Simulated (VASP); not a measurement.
# TePb (zincblende type) (F-43m) in VASP: a series of runs

TePb (zincblende type) is run at these levels: PBE, LDA; tasks: single point, relaxation of cell and atoms.

Program: VASP 6.6.1. These are calculated values, not measurements. Logs are shortened: lines on timing, memory, paths and dates and some standing lists are left out, and cuts for length are marked.

## 1. The cell of the first run

Symmetry: F-43m, No. 216, cubic system. The conventional cell has a = 7.335 Å, b = 7.335 Å, c = 7.335 Å, α = 90.00°, β = 90.00°, γ = 90.00°. Pb (site symmetry -43m) has 4 Te at 3.18 Å within 4.2 Å. Within 4.2 Å of Te (site symmetry -43m) lie 4 Pb at 3.18 Å.

## 2. Single point, PBE

Contents of INCAR:

```
SYSTEM = TePb
PREC = Accurate
ENCUT = 520
EDIFF = 1E-7
ISMEAR = -1
SIGMA = 0.05
LREAL = .FALSE.
LASPH = .TRUE.
NELM = 80
ALGO = Normal
ISIF = 2
LWAVE = .FALSE.
LCHARG = .FALSE.
GGA = PE
NBANDS = 17
```

Contents of KPOINTS:

```
regular mesh
0
G
  10 10 10
  0 0 0
```

Contents of POSCAR:

```
TePb
1.0
    0.0000000000      3.6673972383      3.6673972383
    3.6673972383      0.0000000000      3.6673972383
    3.6673972383      3.6673972383      0.0000000000
Pb Te
1 1
Direct
    0.0000000000      0.0000000000      0.0000000000
    0.2500000000      0.2500000000      0.2500000000
```

Potentials or basis: VASP PAW PBE potentials, release 64 (Pb_d, Te).

On the command line:

```
> cat potpaw_PBE.64/Pb_d/POTCAR potpaw_PBE.64/Te/POTCAR > POTCAR
> mpirun -np 1 vasp_std > vasp.out
```

OUTCAR:

```text
SYSTEM = TePb
   PREC = Accurate
   ENCUT = 520
   EDIFF = 1E-7
   ISMEAR = -1
   LREAL = .FALSE.
   LASPH = .TRUE.
   NELM = 80
   ISIF = 2
   GGA = PE

 ion  position               nearest neighbor table
   1  0.000  0.000  0.000-   2 3.18   2 3.18   2 3.18   2 3.18
   2  0.250  0.250  0.250-   1 3.18   1 3.18   1 3.18   1 3.18

  LATTYP: Found a face centered cubic cell.
 ALAT       =     7.3347944766

  Lattice vectors:

 A1 = (   0.0000000000,   3.6673972383,   3.6673972383)
 A2 = (   3.6673972383,   0.0000000000,   3.6673972383)
 A3 = (   3.6673972383,   3.6673972383,   0.0000000000)

Analysis of symmetry for initial positions (statically):
=====================================================================
 Subroutine PRICEL returns:
 Original cell was already a primitive cell.

 Routine SETGRP: Setting up the symmetry group for a
 face centered cubic supercell.

 Subroutine GETGRP returns: Found 24 space group operations
 (whereof 24 operations were pure point group operations)
 out of a pool of 48 trial point group operations.

The static configuration has the point symmetry T_d .

Analysis of symmetry for dynamics (positions and initial velocities):
=====================================================================
 Subroutine PRICEL returns:
 Original cell was already a primitive cell.

 Routine SETGRP: Setting up the symmetry group for a
 face centered cubic supercell.

 Subroutine GETGRP returns: Found 24 space group operations
 (whereof 24 operations were pure point group operations)
 out of a pool of 48 trial point group operations.

The dynamic configuration has the point symmetry T_d .

 Subroutine INISYM returns: Found 24 space group operations
 (whereof 24 operations are pure point group operations),
 and found     1 'primitive' translations

----------------------------------------------------------------------------------------

                                     Primitive cell

  volume of cell :      98.6515

  direct lattice vectors                    reciprocal lattice vectors
     0.000000000  3.667397238  3.667397238    -0.136336472  0.136336472  0.136336472
     3.667397238  0.000000000  3.667397238     0.136336472 -0.136336472  0.136336472
     3.667397238  3.667397238  0.000000000     0.136336472  0.136336472 -0.136336472

  length of vectors
     5.186482913  5.186482913  5.186482913     0.236141696  0.236141696  0.236141696

  position of ions in fractional coordinates (direct lattice)
     0.000000000  0.000000000  0.000000000
     0.250000000  0.250000000  0.250000000

  ion indices of the primitive-cell ions
   primitive index   ion index
                 1           1
                 2           2

----------------------------------------------------------------------------------------

 KPOINTS: regular mesh

Automatic generation of k-mesh.
 Grid dimensions read from file:
 generate k-points for:   10   10   10

 Generating k-lattice:

  Cartesian coordinates                     Fractional coordinates (reciprocal lattice)
    -0.013633647  0.013633647  0.013633647     0.100000000  0.000000000  0.000000000
     0.013633647 -0.013633647  0.013633647     0.000000000  0.100000000  0.000000000
     0.013633647  0.013633647 -0.013633647     0.000000000  0.000000000  0.100000000

  Length of vectors
     0.023614170  0.023614170  0.023614170

  Shift w.r.t. Gamma in fractional coordinates (k-lattice)
     0.000000000  0.000000000  0.000000000

 Subroutine IBZKPT returns following result:
 ===========================================

 Found     47 irreducible k-points:

 Following reciprocal coordinates:
            Coordinates               Weight
  0.000000  0.000000  0.000000      1.000000
  0.100000  0.000000  0.000000      8.000000
  0.200000  0.000000  0.000000      8.000000
  0.300000  0.000000  0.000000      8.000000
  0.400000  0.000000  0.000000      8.000000
  0.500000  0.000000  0.000000      4.000000
[... 16 lines left out ...]
  0.300000  0.300000  0.000000      6.000000
  0.400000  0.300000  0.000000     24.000000
 [... further k-points ...]
   k-points           NKPTS =     47   k-points in BZ     NKDIM =     47   number of bands    NBANDS=     17
   number of dos      NEDOS =    301   number of ions     NIONS =      2
   total plane-waves  NPLWV =  64000
   dimension x,y,z NGX =    40 NGY =   40 NGZ =   40
   dimension x,y,z NGXF=    80 NGYF=   80 NGZF=   80
   ions per type =               1   1
   NGX,Y,Z   is equivalent  to a cutoff of  12.82, 12.82, 12.82 a.u.
   NGXF,Y,Z  is equivalent  to a cutoff of  25.64, 25.64, 25.64 a.u.
 SYSTEM =  TePb
   PREC   = accura    normal or accurate (medium, high low for compatibility)
   ISTART =      0    job   : 0-new  1-cont  2-samecut
   ICHARG =      2    charge: 1-file 2-atom 10-const
   ISPIN  =      1    spin polarized calculation?
   LNONCOLLINEAR =      F non collinear calculations
   LSORBIT =      F    spin-orbit coupling
   LASPH  =      T    aspherical Exc in radial PAW
   ENCUT  =  520.0 eV  38.22 Ry    6.18 a.u.   9.64  9.64  9.64*2*pi/ulx,y,z
   NELM   =     80;   NELMIN=  2; NELMDL= -5     # of ELM steps
   EDIFF  = 0.1E-06   stopping-criterion for ELM
   LREAL  =      F    real-space projection
   EDIFFG = 0.1E-05   stopping-criterion for IOM
   NSW    =      0    number of steps for IOM
   IBRION =     -1    ionic relax: 0-MD 1-quasi-New 2-CG
   NFREE  =      0    steps in history (QN), initial steepest desc. (CG)
   ISIF   =      2    stress and relaxation
   ISYM   =      2    0-nonsym 1-usesym 2-fastsym
   POTIM  = 0.5000    time-step for ionic-motion
   TEBEG  =    0.0;   TEEND  =   0.0 temperature during run
   PSTRESS=    0.0 pullay stress
   NELECT =      20.0000    total number of electrons
   NUPDOWN=      -1.0000    fix difference up-down
   EMIN   =  10.00;   EMAX   =-10.00  energy-range for DOS
   EFERMI =   0.00;   METHOD = LEGACY
   ISMEAR =    -1;   SIGMA  =   0.05  broadening in eV -4-tet -1-fermi 0-gaus
   EFERMI_NEDOS =   21; number of points for ismear=-14 and -15
   IALGO  =     38    algorithm
   IMIX   =      4    mixing-type and parameters
     AMIX     =   0.40;   BMIX     =  1.00
     AMIX_MAG =   1.60;   BMIX_MAG =  1.00
  volume/ion in A,a.u.               =      49.33       332.87
  Fermi-wavevector in a.u.,A,eV,Ry     =   0.961723  1.817394 12.584192  0.924912
  Thomas-Fermi vector in A             =   2.091120
   LORBIT       =      0    0 simple, 1 ext, 2 COOP (PROOUT), +10 PAW based schemes
   GGA     = PE    functional components
   LHFCALC =     F    Hartree Fock is set to
   AEXX    =    0.0000 exact exchange contribution
   IVDW    =     0    specifies the selected vdW correction
   LEPSILON=     F    determine dielectric tensor
   LRPA    =     F    only Hartree local field effects (RPA)
 non-spin polarized calculation
  energy-cutoff  :      520.00
  volume of cell :       98.65
 maximum number of plane-waves:      2693
   NGX = 19   NGY = 19   NGZ = 19

 number of electron      19.9999997 magnetization

 Free energy of the ion-electron system (eV)
  ---------------------------------------------------
  ext. energy  EPLUGINS =         0.00000000
  ---------------------------------------------------
  free energy    TOTEN  =        -7.14657488 eV

  energy without entropy =       -7.14655277  energy(sigma->0) =       -7.14656382

 E-fermi :   2.9229     XC(G=0):  -7.3613

 val. band max:        2.5515133559   @ k =  -0.3000   0.5000   0.2000
 cond. band min:       3.2399473596   @ k =   0.5000   0.5000   0.0000
 fundamental gap:      0.6884340038
 Fermi energy:         2.9229054335

 k-point     1 :       0.0000    0.0000    0.0000
  band No.  band energies     occupation
      1     -14.3241      2.00000
      2     -14.3241      2.00000
      3     -14.3241      2.00000
      4     -14.3034      2.00000
      5     -14.3034      2.00000
      6      -8.6537      2.00000
[... 9 lines left out ...]
     16       9.6652      0.00000
     17      10.5691      0.00000

 k-point     2 :       0.1000    0.0000    0.0000
  band No.  band energies     occupation
      1     -14.3249      2.00000
      2     -14.3237      2.00000
      3     -14.3237      2.00000
      4     -14.3034      2.00000
      5     -14.3034      2.00000
      6      -8.6036      2.00000
[... 9 lines left out ...]
     16       9.3396      0.00000
     17      10.3027      0.00000

 k-point     3 :       0.2000    0.0000    0.0000
  band No.  band energies     occupation
      1     -14.3269      2.00000
      2     -14.3226      2.00000
      3     -14.3226      2.00000
      4     -14.3033      2.00000
      5     -14.3033      2.00000
      6      -8.4619      2.00000
[... 9 lines left out ...]
     16       9.0530      0.00000
     17      10.0280      0.00000

 k-point     4 :       0.3000    0.0000    0.0000
  band No.  band energies     occupation
      1     -14.3295      2.00000
      2     -14.3214      2.00000
      3     -14.3214      2.00000
      4     -14.3031      2.00000
      5     -14.3031      2.00000
      6      -8.2588      2.00000
[... 9 lines left out ...]
     16       9.1116      0.00000
     17      10.2529      0.00000

 k-point     5 :       0.4000    0.0000    0.0000
  band No.  band energies     occupation
      1     -14.3315      2.00000
      2     -14.3205      2.00000
      3     -14.3205      2.00000
      4     -14.3028      2.00000
      5     -14.3028      2.00000
      6      -8.0605      2.00000
[... 9 lines left out ...]
     16       9.5282      0.00000
     17       9.9576      0.00000

 k-point     6 :       0.5000    0.0000    0.0000
  band No.  band energies     occupation
      1     -14.3323      2.00000
      2     -14.3201      2.00000
      3     -14.3201      2.00000
      4     -14.3027      2.00000
      5     -14.3027      2.00000
      6      -7.9727      2.00000
[... 9 lines left out ...]
     16       9.9271      0.00000
     17       9.9271      0.00000

 k-point     7 :       0.1000    0.1000    0.0000
  band No.  band energies     occupation
      1     -14.3257      2.00000
      2     -14.3233      2.00000
      3     -14.3233      2.00000
      4     -14.3037      2.00000
      5     -14.3032      2.00000
      6      -8.5867      2.00000
[... 9 lines left out ...]
     16       9.7492      0.00000
     17      10.7696      0.00000

 k-point     8 :       0.2000    0.1000    0.0000
  band No.  band energies     occupation
      1     -14.3275      2.00000
      2     -14.3224      2.00000
      3     -14.3222      2.00000
      4     -14.3038      2.00000
      5     -14.3029      2.00000
      6      -8.4744      2.00000
[... 9 lines left out ...]
     16       9.5996      0.00000
     17      10.5300      0.00000
[... 203 lines left out ...]
      1     -14.3343      2.00000
      2     -14.3189      2.00000
      3     -14.3183      2.00000
      4     -14.3040      2.00000
      5     -14.3022      2.00000
      6      -7.8731      2.00000
[... 9 lines left out ...]
     16      10.1027      0.00000
     17      10.4090      0.00000

 k-point    20 :      -0.4000    0.2000    0.0000
  band No.  band energies     occupation
      1     -14.3339      2.00000
      2     -14.3191      2.00000
      3     -14.3186      2.00000
      4     -14.3034      2.00000
      5     -14.3027      2.00000
      6      -7.8512      2.00000
[... 9 lines left out ...]
     16       9.6445      0.00000
     17      10.6420      0.00000

 k-point    21 :      -0.3000    0.2000    0.0000
  band No.  band energies     occupation
      1     -14.3326      2.00000
      2     -14.3196      2.00000
      3     -14.3195      2.00000
      4     -14.3033      2.00000
      5     -14.3030      2.00000
      6      -7.9845      2.00000
[... 9 lines left out ...]
     16       9.7106      0.00000
     17      10.7022      0.00000

 k-point    22 :      -0.2000    0.2000    0.0000
  band No.  band energies     occupation
      1     -14.3307      2.00000
      2     -14.3209      2.00000
      3     -14.3203      2.00000
      4     -14.3036      2.00000
      5     -14.3028      2.00000
      6      -8.1828      2.00000
[... 9 lines left out ...]
     16       9.2962      0.00000
     17      11.1467      0.00000

 k-point    23 :       0.3000    0.3000    0.0000
  band No.  band energies     occupation
      1     -14.3346      2.00000
      2     -14.3183      2.00000
      3     -14.3182      2.00000
      4     -14.3051      2.00000
      5     -14.3018      2.00000
      6      -8.1022      2.00000
[... 9 lines left out ...]
     16      10.3972      0.00000
     17      12.3246      0.00000

 k-point    24 :       0.4000    0.3000    0.0000
  band No.  band energies     occupation
      1     -14.3364      2.00000
      2     -14.3173      2.00000
      3     -14.3171      2.00000
      4     -14.3053      2.00000
      5     -14.3015      2.00000
      6      -7.9267      2.00000
[... 9 lines left out ...]
     16      10.6018      0.00000
     17      11.6959      0.00000

 [... further k-points ...]

------------------------ aborting loop because EDIFF is reached ----------------------------------------

  FORCE on cell =-STRESS in cart. coord.  units (eV):
  Direction    XX          YY          ZZ          XY          YZ          ZX
  --------------------------------------------------------------------------------------
  -------------------------------------------------------------------------------------
  Total       -0.0131915     -0.0131915     -0.0131915     -0.0000000     -0.0000000      0.0000000
  in kB       -0.2142404     -0.2142404     -0.2142404     -0.0000000     -0.0000000      0.0000000
  external PRESSURE =      -0.2142404 kB  Pullay stress =       0.0000000 kB

 VOLUME and BASIS-vectors are now :
 -----------------------------------------------------------------------------
  energy-cutoff  :      520.00
  volume of cell :       98.65
      direct lattice vectors                 reciprocal lattice vectors
     0.000000000  3.667397238  3.667397238    -0.136336472  0.136336472  0.136336472
     3.667397238  0.000000000  3.667397238     0.136336472 -0.136336472  0.136336472
     3.667397238  3.667397238  0.000000000     0.136336472  0.136336472 -0.136336472

 POSITION                                       TOTAL-FORCE (eV/Angst)
 -----------------------------------------------------------------------------------
      0.00000      0.00000      0.00000        -0.000000     -0.000000      0.000000
      1.83370      1.83370      1.83370         0.000000      0.000000     -0.000000
 -----------------------------------------------------------------------------------
    total drift:                                0.000000      0.000000      0.000000

  FREE ENERGIE OF THE ION-ELECTRON SYSTEM (eV)
  ---------------------------------------------------
  free  energy   TOTEN  =        -7.1465748800 eV

  energy  without entropy=       -7.1465527673  energy(sigma->0) =       -7.14656382
```

It took 39 s on 1 thread of Intel Xeon 6975P-C (Granite Rapids), shared host; peak memory 0.28 GiB.

What came out:

```
Free energy            : -7.1466 eV
Pressure               : 0.0 GPa
Band gap on the k mesh : 0.69 eV (least direct gap 1.20 eV)
```

Caveat: spin-orbit coupling is left out, which moves the levels of the heavy elements. A k mesh can miss the band edges.

[end of part 1 of 2]
